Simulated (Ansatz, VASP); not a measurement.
**Tl12O: VASP beside Ansatz**

```xyz
13
Lattice="6.9200 0.0000 0.0000 -5.1900 8.9893 0.0000 0.0000 0.0000 5.5325" Properties=species:S:1:pos:R:3 pbc="T T T"
Tl   -0.0081   -0.1292   -0.1306
Tl    0.0051    2.5506    2.7483
Tl   -1.8273    2.7615   -0.0256
Tl   -1.8562    5.0107    2.7627
Tl   -3.5982    5.7237    0.0485
Tl   -3.2651    7.8985    2.8515
Tl    3.4664   -0.2108    0.0140
Tl    3.3372    1.8362    2.7144
Tl    1.7159    2.8682   -0.0713
Tl    1.7126    5.2804    2.7948
Tl   -0.0325    5.8616    0.0499
Tl    0.0200    8.1409    2.7287
O     0.2760    0.3947    2.2120
```

Alike in both runs: functional PBE; dispersion D3(BJ); k mesh 2 × 1 × 2; occupations fermi-dirac, width 0.1 eV; no spin polarisation.

Ansatz relaxed the structure, and its values are those at the end. VASP's run is a single point on that final structure, the one shown.

|  | VASP | Ansatz |
| --- | --- | --- |
| version | VASP 6.6.1 | Ansatz 0.2.0 |
| potentials or method | VASP PAW PBE potentials, release 64 (Tl_d, O), cutoff 520 eV | scalar-relativistic, plane waves, PAW |
| valence electrons in the cell | 162 | 162 |

VASP gave:

- rms of the force components (eV/Å): 0.019

Question: What did Ansatz give for the same quantities?

Answer: rms of the force components (eV/Å): 0.018.

The k mesh is coarse, so the values compare programs but aren't converged. Spin-orbit coupling is off throughout.
